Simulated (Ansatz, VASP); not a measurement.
## Two plane-wave programs on Sb

The input INCAR:

```
SYSTEM = Sb
PREC     = Accurate       ! precision mode
ENCUT    = 520            ! plane-wave cutoff, eV
EDIFF    = 1E-7           ! SCF threshold, eV
ISMEAR   = -1             ! smearing method
SIGMA    = 0.1            ! smearing width, eV
LREAL    = .False.        ! projectors in reciprocal space
LASPH    = .True.         ! aspherical terms in the spheres
NELM     = 60             ! most SCF steps
ALGO     = Normal         ! electronic algorithm
ISIF     = 2              ! what is computed and relaxed
LWAVE    = .False.        ! write WAVECAR
LCHARG   = .False.        ! write CHGCAR
GGA      = PE             ! functional
NBANDS   = 12             ! bands
```

KPOINTS

```
regular mesh
0
Gamma
  9 9 9
  0 0 0
```

POSCAR

```
Sb
1.0
    0.0000000000      3.5893845919      3.5893845919
    3.5893845919      0.0000000000      3.5893845919
    3.5893845919      3.5893845919      0.0000000000
Sb
2
Direct
    0.1250000000      0.1250000000      0.1250000000
    0.8750000000      0.8750000000      0.8750000000
```

Input for Ansatz:

```yaml
crystal:
  lattice:
    - [0.0, 3.5893845919, 3.5893845919]
    - [3.5893845919, 0.0, 3.5893845919]
    - [3.5893845919, 3.5893845919, 0.0]
  atoms:
    - { symbol: Sb, position: [0.125, 0.125, 0.125] }
    - { symbol: Sb, position: [0.875, 0.875, 0.875] }
hamiltonian:
  xc: pbe
  pseudopotentials:
    kind: paw
    azcp:
      Sb: "pseudopotentials/Sb.paw.azcp"
basis:
  ecutwfc: 420
  fft_grid_basis: typed
kpoints:
  mp_grid: { grid: [9, 9, 9], shift: [0, 0, 0] }
magnetization:
  spin_polarized: false
scf:
  occupations: { method: fermi_dirac, width: 0.1 }
  lower_state_search: "off"
output:
  stress: true
```

Alike in both runs: task single point; functional PBE; k mesh 9 × 9 × 9; occupations fermi-dirac, width 0.1 eV; no spin polarisation.

```csv
,VASP,Ansatz
version,VASP 6.6.1,Ansatz 0.2.0
potentials or method,"VASP PAW PBE potentials, release 64 (Sb), cutoff 520 eV","plane waves (420 eV) with PAW, scalar-relativistic"
valence electrons in the cell,10,30
```

```tsv
	VASP	Ansatz	Ansatz less VASP
pressure (GPa)	-2.1	-2.1	+0.01
```

VASP's potentials hold 10 valence electrons a cell and Ansatz's 30, so a difference there can come from the potentials and not from the codes.

Neither program's run includes spin-orbit coupling.
